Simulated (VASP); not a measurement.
Crystal: TiO2.

```xyz
6
Lattice="4.5922 0.0000 0.0000 0.0000 4.5922 0.0000 0.0000 0.0000 2.9574" Properties=species:S:1:pos:R:3 pbc="T T T"
Ti    0.0000    0.0000    0.0000
Ti    2.2961    2.2961    1.4787
O     1.4004    1.4004    0.0000
O     0.8957    3.6965    1.4787
O     3.1918    3.1918    0.0000
O     3.6965    0.8957    1.4787
```

| Property | Result |
| --- | --- |
| Program | VASP 6.6.1 |
| Task | relaxation of cell and atoms |
| Functional | PBE |
| Potentials or basis | VASP PAW PBE potentials, release 64 (Ti_sv, O) |
| Cutoff | 600 eV |
| k mesh | 6 × 6 × 10 |
| Occupations | gaussian, width 0.02 eV |
| Spin | no spin polarisation |

At the start: pressure 5.8 GPa; volume 10.39 Å³/atom.

How do energy, volume and symmetry change on relaxing?

Over 8 steps the energy falls by 5.0 meV/atom and the volume is 10.67 Å³/atom (+2.6 %); space group P4_2/mnm (No. 136, to 0.1 Å) before and after.

Step by step:
```csv
step,energy change (eV),largest force (eV/Å),pressure (GPa),volume (Å³)
1,0.0000,0.1241,5.83,62.37
2,0.0143,0.2347,-6.47,65.84
3,-0.0277,0.0461,-0.02,63.89
4,-0.0277,0.0429,0.08,63.86
5,-0.0295,0.0151,0.09,63.94
6,-0.0297,0.0018,0.10,63.98
7,-0.0297,0.0042,-0.11,64.05
8,-0.0298,0.0026,-0.01,64.01
```

Final structure:
```xyz
6
Lattice="4.6450 0.0000 0.0000 0.0000 4.6450 0.0000 0.0000 0.0000 2.9668" Properties=species:S:1:pos:R:3 pbc="T T T"
Ti    0.0000    0.0000    0.0000
Ti    2.3225    2.3225    1.4834
O     1.4165    1.4165    0.0000
O     0.9059    3.7390    1.4834
O     3.2284    3.2284    0.0000
O     3.7390    0.9059    1.4834
```
